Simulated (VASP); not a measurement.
# GaCuSe2 (I-42d) in VASP: single point with PBE

Aim: the single point of GaCuSe2 with PBE.

All numbers are computed with VASP 6.6.1; they aren't measurements. Logs are shortened: lines on timing, memory, paths and dates and some standing lists are left out, and cuts for length are marked.

**1. The cell of the first run**

It takes space group I-42d (No. 122, tetragonal). The conventional cell has a = 5.541 Å, b = 5.541 Å, c = 10.998 Å, α = 90.00°, β = 90.00°, γ = 90.00°. Within 3.2 Å of Ga (site symmetry -4) lie 4 Se at 2.42 Å. Cu (site symmetry -4) has 4 Se at 2.37 Å within 3.1 Å. Se (site symmetry 2) has 2 Cu at 2.37 Å and 2 Ga at 2.42 Å within 3.1 Å.

**2. Single point, PBE**

INCAR

```
SYSTEM = GaCuSe2
PREC = Accurate ; ENCUT = 520
EDIFF = 1E-6 ; ISMEAR = 0
SIGMA = 0.01 ; LREAL = .False.
LASPH = .True. ; NELM = 100
ALGO = Normal ; ISIF = 2
LWAVE = .False. ; LCHARG = .True.
GGA = PE ; LELF = .True.
LVHAR = .True. ; NBANDS = 46
```

KPOINTS

```
Automatic mesh
0
Gamma
  6 6 6
  0 0 0
```

POSCAR

```
GaCuSe2
1.0
   -2.7706872291      2.7706872291      5.4990010054
    2.7706872291     -2.7706872291      5.4990010054
    2.7706872291      2.7706872291     -5.4990010054
Ga Cu Se
2 2 4
Direct
    0.5000000000      0.5000000000      0.0000000000
    0.2500000000      0.7500000000      0.5000000000
    0.0000000000      0.0000000000      0.0000000000
    0.7500000000      0.2500000000      0.5000000000
    0.3750000000      0.3676664465      0.4926664465
    0.6323335535      0.1250000000      1.0073335535
    0.8750000000      0.8823335535      0.5073335535
    0.1176664465      0.6250000000     -0.0073335535
```

Potentials or basis: VASP PAW PBE potentials, release 64 (Ga_d, Cu, Se).

Command:

```sh
$ cat potpaw_PBE.64/Ga_d/POTCAR potpaw_PBE.64/Cu/POTCAR potpaw_PBE.64/Se/POTCAR > POTCAR
$ mpirun -np 1 vasp_std > vasp.out
```

OUTCAR:

```text
SYSTEM = GaCuSe2
   PREC = Accurate
   ENCUT = 520
   EDIFF = 1E-6
   ISMEAR = 0
   LREAL = .False.
   LASPH = .True.
   NELM = 100
   ISIF = 2
   GGA = PE

 ion  position               nearest neighbor table
   1  0.500  0.500  0.000-   7 2.42   6 2.42   8 2.42   5 2.42
   2  0.250  0.750  0.500-   6 2.42   5 2.42   7 2.42   8 2.42
   3  0.000  0.000  0.000-   6 2.37   7 2.37   8 2.37   5 2.37
   4  0.750  0.250  0.500-   5 2.37   6 2.37   7 2.37   8 2.37
   5  0.375  0.368  0.493-   4 2.37   3 2.37   1 2.42   2 2.42
   6  0.632  0.125  0.007-   3 2.37   4 2.37   1 2.42   2 2.42
   7  0.875  0.882  0.507-   3 2.37   4 2.37   2 2.42   1 2.42
   8  0.118  0.625  0.993-   3 2.37   4 2.37   2 2.42   1 2.42

  LATTYP: Found a body centered tetragonal cell.
 ALAT       =     5.5413744582
 C/A-ratio  =     1.9847065189

  Lattice vectors:

 A1 = (  -2.7706872291,   2.7706872291,   5.4990010054)
 A2 = (   2.7706872291,  -2.7706872291,   5.4990010054)
 A3 = (   2.7706872291,   2.7706872291,  -5.4990010054)

Analysis of symmetry for initial positions (statically):
=====================================================================
 Subroutine PRICEL returns:
 Original cell was already a primitive cell.

 Routine SETGRP: Setting up the symmetry group for a
 body centered tetragonal supercell.

 Subroutine GETGRP returns: Found  8 space group operations
 (whereof  4 operations were pure point group operations)
 out of a pool of 16 trial point group operations.

The static configuration has the point symmetry S_4 .
 The point group associated with its full space group is D_2d.

Analysis of symmetry for dynamics (positions and initial velocities):
=====================================================================
 Subroutine PRICEL returns:
 Original cell was already a primitive cell.

 Routine SETGRP: Setting up the symmetry group for a
 body centered tetragonal supercell.

 Subroutine GETGRP returns: Found  8 space group operations
 (whereof  4 operations were pure point group operations)
 out of a pool of 16 trial point group operations.

The dynamic configuration has the point symmetry S_4 .
 The point group associated with its full space group is D_2d.

 Subroutine INISYM returns: Found  8 space group operations
 (whereof  4 operations are pure point group operations),
 and found     1 'primitive' translations

----------------------------------------------------------------------------------------

                                     Primitive cell

  volume of cell :     168.8569
[... 102 lines left out ...]
   LREAL  =      F    real-space projection
   EDIFFG = 0.1E-04   stopping-criterion for IOM
   NSW    =      0    number of steps for IOM
   IBRION =     -1    ionic relax: 0-MD 1-quasi-New 2-CG
   NFREE  =      0    steps in history (QN), initial steepest desc. (CG)
   ISIF   =      2    stress and relaxation
   ISYM   =      2    0-nonsym 1-usesym 2-fastsym
   POTIM  = 0.5000    time-step for ionic-motion
   TEBEG  =    0.0;   TEEND  =   0.0 temperature during run
   PSTRESS=    0.0 pullay stress
   NELECT =      72.0000    total number of electrons
   NUPDOWN=      -1.0000    fix difference up-down
   EMIN   =  10.00;   EMAX   =-10.00  energy-range for DOS
   EFERMI =   0.00;   METHOD = LEGACY
   ISMEAR =     0;   SIGMA  =   0.01  broadening in eV -4-tet -1-fermi 0-gaus
   EFERMI_NEDOS =   21; number of points for ismear=-14 and -15
   IALGO  =     38    algorithm
   IMIX   =      4    mixing-type and parameters
     AMIX     =   0.40;   BMIX     =  1.00
     AMIX_MAG =   1.60;   BMIX_MAG =  1.00
  volume/ion in A,a.u.               =      21.11       142.44
  Fermi-wavevector in a.u.,A,eV,Ry     =   1.232195  2.328511 20.657783  1.518304
  Thomas-Fermi vector in A             =   2.366975
   LORBIT       =      0    0 simple, 1 ext, 2 COOP (PROOUT), +10 PAW based schemes
   GGA     = PE    functional components
   LHFCALC =     F    Hartree Fock is set to
   AEXX    =    0.0000 exact exchange contribution
   IVDW    =     0    specifies the selected vdW correction
   LEPSILON=     F    determine dielectric tensor
   LRPA    =     F    only Hartree local field effects (RPA)
 non-spin polarized calculation
 Gauss-broadening in eV      SIGMA  =   0.01
  energy-cutoff  :      520.00
  volume of cell :      168.86
 maximum number of plane-waves:      4574
   NGX = 25   NGY = 25   NGZ = 25

 number of electron      71.9999997 magnetization

 Free energy of the ion-electron system (eV)
  ---------------------------------------------------
  ext. energy  EPLUGINS =         0.00000000
  ---------------------------------------------------
  free energy    TOTEN  =       -30.93269776 eV

  energy without entropy =      -30.93269776  energy(sigma->0) =      -30.93269776

 E-fermi :   4.4396     XC(G=0):  -9.7804

 val. band max:        4.3699614662   @ k =   0.0000   0.0000   0.0000
 cond. band min:       4.6703671565   @ k =   0.0000   0.0000   0.0000
 fundamental gap:      0.3004056902
 Fermi energy:         4.4396284338

 k-point     1 :       0.0000    0.0000    0.0000
  band No.  band energies     occupation
      1     -11.2599      2.00000
      2     -11.2583      2.00000
      3     -11.2583      2.00000
      4     -11.0968      2.00000
      5     -11.0811      2.00000
      6     -11.0811      2.00000
[... 1165 lines left out ...]
     45       9.4601      0.00000
     46       9.8280      0.00000

 [... further k-points ...]
[... 5 lines left out ...]
  --------------------------------------------------------------------------------------
  -------------------------------------------------------------------------------------
  Total        5.5124404      5.5124404      5.5082356      0.0000000      0.0000000      0.0000000
  in kB       52.3040955     52.3040955     52.2641987      0.0000000      0.0000000      0.0000000
  external PRESSURE =      52.2907965 kB  Pullay stress =       0.0000000 kB

 VOLUME and BASIS-vectors are now :
 -----------------------------------------------------------------------------
  energy-cutoff  :      520.00
  volume of cell :      168.86
      direct lattice vectors                 reciprocal lattice vectors
    -2.770687229  2.770687229  5.499001005     0.000000000  0.180460643  0.090925606
     2.770687229 -2.770687229  5.499001005     0.180460643  0.000000000  0.090925606
     2.770687229  2.770687229 -5.499001005     0.180460643  0.180460643  0.000000000

 POSITION                                       TOTAL-FORCE (eV/Angst)
 -----------------------------------------------------------------------------------
      0.00000      0.00000      5.49900         0.000000     -0.000000     -0.000000
      2.77069      0.00000      2.74950         0.000000     -0.000000     -0.000000
      0.00000      0.00000      0.00000         0.000000     -0.000000      0.000000
      0.00000      2.77069      2.74950         0.000000     -0.000000     -0.000000
      1.34471      1.38534      1.37475         0.014248     -0.000000     -0.000000
     -1.38534      1.42598      4.12425         0.000000     -0.014248      0.000000
      1.42598      1.38534      6.87375        -0.014248     -0.000000      0.000000
      4.15603      1.34471     -1.37475         0.000000      0.014248     -0.000000
 -----------------------------------------------------------------------------------
    total drift:                               -0.000001     -0.000001     -0.000008

  FREE ENERGIE OF THE ION-ELECTRON SYSTEM (eV)
  ---------------------------------------------------
  free  energy   TOTEN  =       -30.9326977642 eV

  energy  without entropy=      -30.9326977642  energy(sigma->0) =      -30.93269776
```

OSZICAR:

```text
N       E                     dE             d eps       ncg     rms          rms(c)
DAV:   1     0.724600506015E+03    0.72460E+03   -0.31385E+04  2862   0.212E+03
DAV:   2     0.101899279156E+03   -0.62270E+03   -0.59816E+03  2776   0.567E+02
DAV:   3    -0.223901096080E+02   -0.12429E+03   -0.11999E+03  3236   0.208E+02
DAV:   4    -0.323282808002E+02   -0.99382E+01   -0.98127E+01  3882   0.574E+01
DAV:   5    -0.326159358718E+02   -0.28766E+00   -0.28711E+00  3746   0.111E+01    0.123E+01
DAV:   6    -0.326937259025E+02   -0.77790E-01   -0.30727E+01  3812   0.878E+01    0.903E+00
DAV:   7    -0.308508395225E+02    0.18429E+01   -0.77389E+00  3650   0.656E+01    0.367E+00
DAV:   8    -0.310281041116E+02   -0.17726E+00   -0.29297E+00  4250   0.199E+01    0.289E+00
DAV:   9    -0.309323329772E+02    0.95771E-01   -0.86640E-01  3864   0.164E+01    0.532E-01
DAV:  10    -0.309317376947E+02    0.59528E-03   -0.58002E-02  3904   0.417E+00    0.146E-01
DAV:  11    -0.309328738267E+02   -0.11361E-02   -0.95631E-03  4224   0.115E+00    0.120E-01
DAV:  12    -0.309326761874E+02    0.19764E-03   -0.12933E-03  4018   0.687E-01    0.242E-02
DAV:  13    -0.309326907007E+02   -0.14513E-04   -0.16059E-04  3388   0.773E-02    0.140E-02
DAV:  14    -0.309326993548E+02   -0.86541E-05   -0.46158E-05  3982   0.104E-01    0.116E-02
DAV:  15    -0.309326973032E+02    0.20516E-05   -0.16277E-05  3124   0.854E-02    0.340E-03
DAV:  16    -0.309326977642E+02   -0.46099E-06   -0.33605E-06  2744   0.112E-02
   1 F= -.30932698E+02 E0= -.30932698E+02  d E =-.218046E-25
```

It took 3.9 min on 1 thread of Intel Xeon 6975P-C (Granite Rapids), shared host; peak memory 0.45 GiB.

What came out:

```yaml
Free_energy: -30.9327 eV
Pressure: 5.2 GPa
Largest_force: 0.014 eV/Å
Band_gap_on_the_k_mesh: 0.30 eV
```

Forces on the atoms (eV/Å):
```
Ga   0.000  0.000  0.000
Ga   0.000  0.000  0.000
Cu   0.000  0.000  0.000
Cu   0.000  0.000  0.000
Se   0.014  0.000  0.000
Se   0.000 -0.014  0.000
Se  -0.014  0.000  0.000
Se   0.000  0.014  0.000
```

Caveat: the cell stands under pressure.
